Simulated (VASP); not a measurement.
Runs of VASP 6.6.1 on SnTe. The structure is that of space group Fm-3m (No. 225), or close to it. The cells are those of the table. 

```tsv
spin	cell	k mesh	pressure (GPa)	moment (μB)
non-collinear, zero start, SOC	a = 4.404 Å, angles 60.0°, 2 atoms	6 × 6 × 6	(a)	0.00
non-collinear, zero start, SOC	a = 4.464 Å, angles 60.0°, 2 atoms	6 × 6 × 6	2.0	0.00
non-collinear, zero start, SOC	a = 4.464 Å, angles 60.0°, 2 atoms	8 × 8 × 8	2.0	0.00
non-collinear, zero start, SOC	a = 4.537 Å, angles 60.0°, 2 atoms	6 × 6 × 6	-0.2	0.00
off	a = 4.464 Å, angles 60.0°, 2 atoms	10 × 10 × 10	2.0	-
```

Alike in all rows: task single point; level PBE; potentials or basis VASP PAW PBE potentials, release 64 (Sn_d, Te); cutoff (eV) 520; smearing gaussian 0.05 eV.

Q: Fill in the values left out.

A: (a) 4.2.

Caveats: the cell stands under pressure (at least some runs).
